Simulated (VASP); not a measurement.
Set up this calculation in VASP 6.6.1, as the native input.

```yaml
Task: single point
Functional: PBE
Potentials_or_basis: VASP PAW PBE potentials, release 64 (Pd)
Cutoff: 520 eV
k_mesh: 16 × 16 × 15
Occupations: fermi-dirac, width 0.08 eV
Spin: no spin polarisation
Dipole_correction: no
Further_INCAR_settings: ALGO = Normal; EDIFF = 1e-06; NBANDS = 11
```

The structure of Pd lies in POSCAR:

```
Pd
1.0
    2.2883034072      0.0000000000      0.0000000000
   -1.1441517036      1.9817288822      0.0000000000
    0.0000000000      0.0000000000      2.1982187296
Pd
1
Direct
    0.0000000000      0.0000000000      0.0000000000
```

This cell differs from its parent crystal: volume scaled by 0.6.

One way to write it, as run:

INCAR

```
SYSTEM = Pd
ALGO = Normal ; EDIFF = 1E-6
ENCUT = 520 ; GGA = PE
ISIF = 2 ; ISMEAR = -1
LASPH = .TRUE. ; LCHARG = .TRUE.
LELF = .TRUE. ; LREAL = .FALSE.
LVHAR = .TRUE. ; LWAVE = .FALSE.
NBANDS = 11 ; NELM = 60
PREC = Accurate ; SIGMA = 0.08
```

KPOINTS

```
k-points
0
G
  16 16 15
  0 0 0
```

Potentials or basis: VASP PAW PBE potentials, release 64 (Pd).

Command:

```bash
$ cat potpaw_PBE.64/Pd/POTCAR > POTCAR
$ mpirun -np 1 vasp_std > vasp.out
```

Results of the run:

The pressure is 275.3 GPa and the band gap on the k mesh is zero (band 5 reaches 20.64 eV, above the bottom of band 6 at 15.62 eV).

Wall time 21 s on 1 thread of Intel(R) Xeon(R) Platinum 8488C (Sapphire Rapids) (shared host), peak memory 0.14 GiB.
